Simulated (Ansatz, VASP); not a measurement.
## One calculation of Ag, two programs

POSCAR

```
Ag
1.0
   -1.6970453500      1.6970453500      1.6556540000
    1.6970453500     -1.6970453500      1.6556540000
    1.6970453500      1.6970453500     -1.6556540000
Ag
1
Direct
    0.0000000000      0.0000000000      0.0000000000
```

The input INCAR.step1:

```
PREC     = Accurate       # precision mode
ENCUT    = 520            # plane-wave cutoff, eV
ISMEAR   = 0              # smearing method
SIGMA    = 0.15           # smearing width, eV
LREAL    = False          # projectors in reciprocal space
LASPH    = True           # aspherical terms in the spheres
NELM     = 100            # most SCF steps
NBANDS   = 12             # bands
GGA      = PE             # functional
ALGO     = Normal         # electronic algorithm
EDIFF    = 1E-4           # SCF threshold, eV
LWAVE    = True           # write WAVECAR
LCHARG   = False          # write CHGCAR
```

INCAR.step2

```
PREC     = Accurate       # precision mode
ENCUT    = 520            # plane-wave cutoff, eV
EDIFF    = 1E-6           # SCF threshold, eV
ISMEAR   = 0              # smearing method
SIGMA    = 0.15           # smearing width, eV
LREAL    = False          # projectors in reciprocal space
LASPH    = True           # aspherical terms in the spheres
NELM     = 100            # most SCF steps
ALGO     = Normal         # electronic algorithm
ISIF     = 2              # what is computed and relaxed
LWAVE    = False          # write WAVECAR
LCHARG   = False          # write CHGCAR
METAGGA  = R2SCAN         # meta-GGA
LMIXTAU  = True         
NBANDS   = 12             # bands
ISTART   = 1
```

Contents of KPOINTS:

```
Automatic mesh
0
Gamma
  20 20 20
```

Input for Ansatz:

```yaml
crystal:
  lattice:
    - [-1.69704535, 1.69704535, 1.655654]
    - [1.69704535, -1.69704535, 1.655654]
    - [1.69704535, 1.69704535, -1.655654]
  atoms:
    - { symbol: Ag, position: [0.0, 0.0, 0.0] }
basis:
  ecutwfc: 500
kpoints:
  mp_grid: { grid: [20, 20, 20] }
hamiltonian:
  xc: r2scan
scf:
  occupations: { method: gaussian, width: 0.15 }
output:
  forces: true
  stress: true
  eigenvalues: true
  write_density: true
  write_potential: true
  elf: true
  volumetric_format: npy
```

Change from the starting cell: strain +0.0250 x Voigt [1, 1, 0, 0, 0, 0], atoms carried along.

Alike in both runs: task single point; functional r2SCAN; k mesh 20 × 20 × 20; occupations gaussian, width 0.15 eV; no spin polarisation.

|  | VASP | Ansatz |
| --- | --- | --- |
| version | VASP 6.6.1 | Ansatz 0.2.0 |
| potentials or method | VASP PAW PBE potentials, release 64 (Ag), cutoff 520 eV | scalar-relativistic, plane waves, PAW |
| valence electrons in the cell | 11 | 19 |

Ansatz gave:

| Property | Result |
| --- | --- |
| gap on the k mesh at the Fermi level (eV) | none |
| pressure (GPa) | -6.9 |
| traceless stress, the component that is largest in VASP (GPa) | -0.28 |

Estimate VASP's values.

gap on the k mesh at the Fermi level (eV): none; pressure (GPa): -6.9; traceless stress, the component that is largest in VASP (GPa): -0.29.

VASP's potentials were made for PBE, not for r2SCAN. A gap of «none» marks a metal or a gap that the smearing closes. With one functional, cell and mesh, what is left measures potentials, basis and numerics. VASP's potentials hold 11 valence electrons a cell and Ansatz's 19, so a difference there can come from the potentials and not from the codes.
